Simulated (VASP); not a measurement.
# WS2 (Cm) in VASP: further runs

The runs below take WS2 through single point, with PBEsol.

All numbers are computed with VASP 6.6.1; they aren't measurements. Logs are shortened: lines on timing, memory, paths and dates and some standing lists are left out, and cuts for length are marked.

**1. The cell of the first run**

The structure is monoclinic, space group Cm (No. 8). Conventional cell: a = 5.470 Å, b = 3.158 Å, c = 6.427 Å, α = 90.00°, β = 106.48°, γ = 90.00°. Within 3.2 Å of W (site symmetry m) lie 6 S at 2.39 to 2.70 Å and 6 W at 3.16 Å. S (site symmetry m) has 3 W at 2.39 Å and 6 S at 3.16 Å within 3.2 Å. S (site symmetry m) has 3 W at 2.49 to 2.70 Å and 6 S at 3.16 Å within 3.3 Å.

**2. Single point, PBEsol (atom 3 (S) moved by (-0.200, -0.200) A along y and z)**

The input, INCAR:

```
PREC = Accurate
ENCUT = 520
EDIFF = 1E-6
ISMEAR = 0
SIGMA = 0.05
LREAL = False
LASPH = True
NELM = 100
ALGO = Normal
ISIF = 2
LWAVE = False
LCHARG = True
GGA = PS
LELF = True
LVHAR = True
NBANDS = 20
```

The input, KPOINTS:

```
Automatic mesh
0
Gamma
  12 12 12
```

The input, POSCAR:

```
WS2
1.0
    1.5790003843      0.9116362969      6.1633300000
   -1.5790003843      0.9116362969      6.1633300000
    0.0000000000     -1.8232725938      6.1633300000
W S
1 2
Direct
    0.0000000000      0.0000000000      0.0000000000
    0.7503000000      0.7503000000      0.7503000000
    0.5336190472      0.5336190472      0.6433119152
```

Potentials or basis: VASP PAW PBE potentials, release 64 (W_sv, S).

Run with:

```console
$ cat potpaw_PBE.64/W_sv/POTCAR potpaw_PBE.64/S/POTCAR > POTCAR
$ mpirun -np 1 vasp_std > vasp.out
```

OUTCAR:

```text
PREC = Accurate
   ENCUT = 520
   EDIFF = 1E-6
   ISMEAR = 0
   LREAL = False
   LASPH = True
   NELM = 100
   ISIF = 2
   GGA = PS

 ion  position               nearest neighbor table
   1  0.000  0.000  0.000-   2 2.39   2 2.39   2 2.39   3 2.49   3 2.49   3 2.70
   2  0.750  0.750  0.750-   1 2.39   1 2.39   1 2.39
   3  0.534  0.534  0.643-   1 2.49   1 2.49   1 2.70

  LATTYP: Found a trigonal (rhomboedric) cell.
 ALAT       =     6.4273602389
 COS(alpha) =     0.8792939096

  Lattice vectors:

 A1 = (   1.5790003843,   0.9116362969,   6.1633300000)
 A2 = (  -1.5790003843,   0.9116362969,   6.1633300000)
 A3 = (   0.0000000000,  -1.8232725938,   6.1633300000)

Analysis of symmetry for initial positions (statically):
=====================================================================
 Subroutine PRICEL returns:
 Original cell was already a primitive cell.

 Routine SETGRP: Setting up the symmetry group for a
 trigonal (rhombohedral) supercell.

 Subroutine GETGRP returns: Found  2 space group operations
 (whereof  2 operations were pure point group operations)
 out of a pool of 12 trial point group operations.

The static configuration has the point symmetry C_1h.

Analysis of symmetry for dynamics (positions and initial velocities):
=====================================================================
 Subroutine PRICEL returns:
 Original cell was already a primitive cell.

 Routine SETGRP: Setting up the symmetry group for a
 trigonal (rhombohedral) supercell.

 Subroutine GETGRP returns: Found  2 space group operations
 (whereof  2 operations were pure point group operations)
 out of a pool of 12 trial point group operations.

The dynamic configuration has the point symmetry C_1h.

 Subroutine INISYM returns: Found  2 space group operations
 (whereof  2 operations are pure point group operations),
 and found     1 'primitive' translations

----------------------------------------------------------------------------------------

                                     Primitive cell

  volume of cell :      53.2317

  direct lattice vectors                    reciprocal lattice vectors
     1.579000384  0.911636297  6.163330000     0.316656034  0.182821447  0.054083318
    -1.579000384  0.911636297  6.163330000    -0.316656034  0.182821447  0.054083318
     0.000000000 -1.823272594  6.163330000     0.000000000 -0.365642893  0.054083318
[... 77 lines left out ...]
   PREC   = accura    normal or accurate (medium, high low for compatibility)
   ISTART =      0    job   : 0-new  1-cont  2-samecut
   ICHARG =      2    charge: 1-file 2-atom 10-const
   ISPIN  =      1    spin polarized calculation?
   LNONCOLLINEAR =      F non collinear calculations
   LSORBIT =      F    spin-orbit coupling
   LASPH  =      T    aspherical Exc in radial PAW
   ENCUT  =  520.0 eV  38.22 Ry    6.18 a.u.  11.95 11.95 11.95*2*pi/ulx,y,z
   NELM   =    100;   NELMIN=  2; NELMDL= -5     # of ELM steps
   EDIFF  = 0.1E-05   stopping-criterion for ELM
   LREAL  =      F    real-space projection
   EDIFFG = 0.1E-04   stopping-criterion for IOM
   NSW    =      0    number of steps for IOM
   IBRION =     -1    ionic relax: 0-MD 1-quasi-New 2-CG
   NFREE  =      0    steps in history (QN), initial steepest desc. (CG)
   ISIF   =      2    stress and relaxation
   ISYM   =      2    0-nonsym 1-usesym 2-fastsym
   POTIM  = 0.5000    time-step for ionic-motion
   TEBEG  =    0.0;   TEEND  =   0.0 temperature during run
   PSTRESS=    0.0 pullay stress
   NELECT =      26.0000    total number of electrons
   NUPDOWN=      -1.0000    fix difference up-down
   EMIN   =  10.00;   EMAX   =-10.00  energy-range for DOS
   EFERMI =   0.00;   METHOD = LEGACY
   ISMEAR =     0;   SIGMA  =   0.05  broadening in eV -4-tet -1-fermi 0-gaus
   EFERMI_NEDOS =   21; number of points for ismear=-14 and -15
   IALGO  =     38    algorithm
   IMIX   =      4    mixing-type and parameters
     AMIX     =   0.40;   BMIX     =  1.00
     AMIX_MAG =   1.60;   BMIX_MAG =  1.00
  volume/ion in A,a.u.               =      17.74       119.74
  Fermi-wavevector in a.u.,A,eV,Ry     =   1.289266  2.436359 22.615688  1.662206
  Thomas-Fermi vector in A             =   2.421169
   LORBIT       =      0    0 simple, 1 ext, 2 COOP (PROOUT), +10 PAW based schemes
   GGA     = PS    functional components
   LHFCALC =     F    Hartree Fock is set to
   AEXX    =    0.0000 exact exchange contribution
   IVDW    =     0    specifies the selected vdW correction
   LEPSILON=     F    determine dielectric tensor
   LRPA    =     F    only Hartree local field effects (RPA)
 non-spin polarized calculation
 Gauss-broadening in eV      SIGMA  =   0.05
  energy-cutoff  :      520.00
  volume of cell :       53.23
 maximum number of plane-waves:      1450
   NGX = 23   NGY = 23   NGZ = 23

 number of electron      26.0000000 magnetization

 Free energy of the ion-electron system (eV)
  ---------------------------------------------------
  ext. energy  EPLUGINS =         0.00000000
  ---------------------------------------------------
  free energy    TOTEN  =       -24.77664950 eV

  energy without entropy =      -24.77664950  energy(sigma->0) =      -24.77664950

 E-fermi :   7.5632     XC(G=0): -11.2336

 val. band max:        7.2533087752   @ k =   0.5000   0.5000   0.5000
 cond. band min:       7.9075386594   @ k =   0.1667   0.0000  -0.1667
 fundamental gap:      0.6542298842
 Fermi energy:         7.5632049914

 k-point     1 :       0.0000    0.0000    0.0000
  band No.  band energies     occupation
      1     -67.2631      2.00000
      2     -31.5053      2.00000
      3     -31.2959      2.00000
      4     -31.2938      2.00000
      5      -7.9995      2.00000
      6      -6.1173      2.00000
[... 541 lines left out ...]
     19      15.2956      0.00000
     20      15.6544      0.00000

 [... further k-points ...]
[... 5 lines left out ...]
  --------------------------------------------------------------------------------------
  -------------------------------------------------------------------------------------
  Total       -1.6232731     -1.6884910     -4.6844035      0.0000000     -1.7029907      0.0000000
  in kB      -48.8575459    -50.8204848   -140.9919663      0.0000000    -51.2569018      0.0000000
  external PRESSURE =     -80.2233324 kB  Pullay stress =       0.0000000 kB

 VOLUME and BASIS-vectors are now :
 -----------------------------------------------------------------------------
  energy-cutoff  :      520.00
  volume of cell :       53.23
      direct lattice vectors                 reciprocal lattice vectors
     1.579000384  0.911636297  6.163330000     0.316656034  0.182821447  0.054083318
    -1.579000384  0.911636297  6.163330000    -0.316656034  0.182821447  0.054083318
     0.000000000 -1.823272594  6.163330000     0.000000000 -0.365642893  0.054083318

 POSITION                                       TOTAL-FORCE (eV/Angst)
 -----------------------------------------------------------------------------------
      0.00000      0.00000      0.00000         0.000000     -1.198222     -2.717691
      0.00000      0.00000     13.87304         0.000000      0.079580     -0.109904
      0.00000     -0.20000     10.54268         0.000000      1.118643      2.827595
 -----------------------------------------------------------------------------------
    total drift:                                0.000000     -0.000032     -0.000057

  FREE ENERGIE OF THE ION-ELECTRON SYSTEM (eV)
  ---------------------------------------------------
  free  energy   TOTEN  =       -24.7766495041 eV

  energy  without entropy=      -24.7766495041  energy(sigma->0) =      -24.77664950
```

Run time: 21 min. Hardware: 1 thread of Intel Xeon 6975P-C, shared host; peak memory 0.67 GiB.

What came out:

| Item | Value |
| --- | --- |
| Free energy | -24.7766 eV |
| Pressure | -8.0 GPa |
| Largest force | 3.041 eV/Å |
| Band gap on the k mesh | 0.65 eV, indirect (least direct gap 1.64 eV) |

Forces on the atoms (eV/Å):
```
W    0.000 -1.198 -2.718
S    0.000  0.080 -0.110
S    0.000  1.119  2.828
```

Caveat: the cell differs from its parent crystal (atom 3 (S) moved by (-0.200, -0.200) A along y and z); the PAW data sets were made with another functional, which shifts forces and pressure a little; spin-orbit coupling is left out, which moves the levels of the heavy elements. A k mesh can miss the band edges.

**3. Single point, PBEsol (atom 3 (S) moved by (-0.200, +0.000) A along y and z)**

The input, INCAR:

```
  PREC = Accurate
  ENCUT = 520
  EDIFF = 1E-6
  ISMEAR = 0
  SIGMA = 0.05
  LREAL = F
  LASPH = T
  NELM = 60
  ALGO = Normal
  ISIF = 2
  LWAVE = F
  LCHARG = F
  GGA = PS
  NBANDS = 20
```

KPOINTS is that of step 2.

Edit POSCAR of step 2 so:

```diff
@@ -10,2 +10,2 @@
     0.7503000000      0.7503000000      0.7503000000
-    0.5336190472      0.5336190472      0.6433119152
+    0.5444357107      0.5444357107      0.6541285787
```

Potentials or basis: VASP PAW PBE potentials, release 64 (W_sv, S).

Run with:

```console
$ cat potpaw_PBE.64/W_sv/POTCAR potpaw_PBE.64/S/POTCAR > POTCAR
$ mpirun -np 1 vasp_std > vasp.out
```

Wall time 21 min (1 thread of Intel Xeon 6975P-C, shared host); peak memory 0.67 GiB.

It converged, with:

```yaml
Free_energy: -25.0791 eV
Pressure: 0.7 GPa
Largest_force: 1.864 eV/Å
Band_gap_on_the_k_mesh: 0.92 eV, indirect (least direct gap 1.58 eV)
```

Forces in eV/Å, atoms in the order of the input:
```
W    0.000 -1.854 -0.197
S    0.000  0.106  0.262
S    0.000  1.748 -0.064
```

Stress tensor (GPa, compression positive):
```
 1.89  0.00  0.00
 0.00 -2.13 -7.51
 0.00 -7.51  2.27
```

Levels at points of the mesh, in eV from the valence-band top:
| k point | band 10 | band 11 | band 12 | band 13 | band 14 | band 15 | band 16 | band 17 |
| --- | --- | --- | --- | --- | --- | --- | --- | --- |
| (0.00, 0.00, 0.00) | -2.75 | -1.95 | -1.42 | -1.20 | 1.52 | 2.27 | 2.74 | 2.77 |
| (0.50, 0.00, 0.00) | -4.05 | -2.80 | -2.10 | -1.39 | 2.22 | 2.58 | 3.19 | 4.18 |
| (0.00, 0.00, 0.50) | -4.37 | -2.29 | -1.84 | -1.51 | 2.36 | 2.48 | 3.41 | 3.96 |
| (0.50, 0.50, 0.00) | -4.29 | -3.18 | -2.04 | -1.29 | 2.30 | 2.50 | 2.95 | 4.52 |
| (0.50, 0.00, 0.50) | -4.01 | -3.21 | -2.13 | -1.39 | 2.18 | 2.73 | 3.20 | 4.14 |
| (0.50, 0.50, 0.50) | -3.43 | -2.71 | -1.76 | 0.00 | 1.58 | 2.08 | 2.65 | 2.91 |

Caveat: the cell differs from its parent crystal (atom 3 (S) moved by (-0.200, +0.000) A along y and z); the PAW data sets were made with another functional, which shifts forces and pressure a little; spin-orbit coupling is left out, which moves the levels of the heavy elements.

**4. Single point, PBEsol (atom 3 (S) moved by (-0.200, +0.200) A along y and z)**

The input, INCAR:

```
SYSTEM = WS2
PREC = Accurate
ENCUT = 520
EDIFF = 1E-6
ISMEAR = 0
SIGMA = 0.05
LREAL = .False.
LASPH = .True.
NELM = 60
ALGO = Normal
ISIF = 2
LWAVE = .False.
LCHARG = .False.
GGA = PS
NBANDS = 20
```

The input, KPOINTS:

```
regular mesh
0
Gamma
  12 12 12
  0 0 0
```

Edit POSCAR of step 3 so:

```diff
@@ -10,2 +10,2 @@
     0.7503000000      0.7503000000      0.7503000000
-    0.5444357107      0.5444357107      0.6541285787
+    0.5552523742      0.5552523742      0.6649452422
```

Run with:

```console
$ cat potpaw_PBE.64/W_sv/POTCAR potpaw_PBE.64/S/POTCAR > POTCAR
$ mpirun -np 1 vasp_std > vasp.out
```

It took 22 min on 1 thread of Intel Xeon 6975P-C, shared host; peak memory 0.67 GiB.

The run converged. Its results:

```yaml
Free_energy: -24.6403 eV
Pressure: 13.9 GPa
Largest_force: 5.320 eV/Å
Band_gap_on_the_k_mesh: 0.39 eV, indirect (least direct gap 1.20 eV)
```

Forces in eV/Å, atoms in the order of the input:
```
W    0.000 -2.795  3.812
S    0.000  0.122  0.788
S    0.000  2.673 -4.600
```

Stress tensor (GPa, compression positive):
```
 15.31   0.00   0.00
  0.00   3.63 -10.35
  0.00 -10.35  22.90
```

Levels at points of the mesh, in eV from the valence-band top:
```csv
k point,band 11,band 12,band 13,band 14,band 15,band 16
"(0.00, 0.00, 0.00)",-2.57,-2.09,-0.91,1.19,1.78,2.52
"(0.50, 0.00, 0.00)",-2.91,-2.72,-1.93,1.61,2.19,2.82
"(0.00, 0.00, 0.50)",-2.71,-2.52,-1.49,1.82,2.21,3.30
"(0.50, 0.50, 0.00)",-3.31,-2.64,-1.49,1.78,2.39,2.63
"(0.50, 0.00, 0.50)",-3.26,-2.76,-1.92,1.57,2.28,2.84
"(0.50, 0.50, 0.50)",-3.47,-2.52,0.00,1.20,1.69,2.44
```

Caveat: the cell differs from its parent crystal (atom 3 (S) moved by (-0.200, +0.200) A along y and z); the PAW data sets were made with another functional, which shifts forces and pressure a little; spin-orbit coupling is left out, which moves the levels of the heavy elements. A k mesh can miss the band edges.
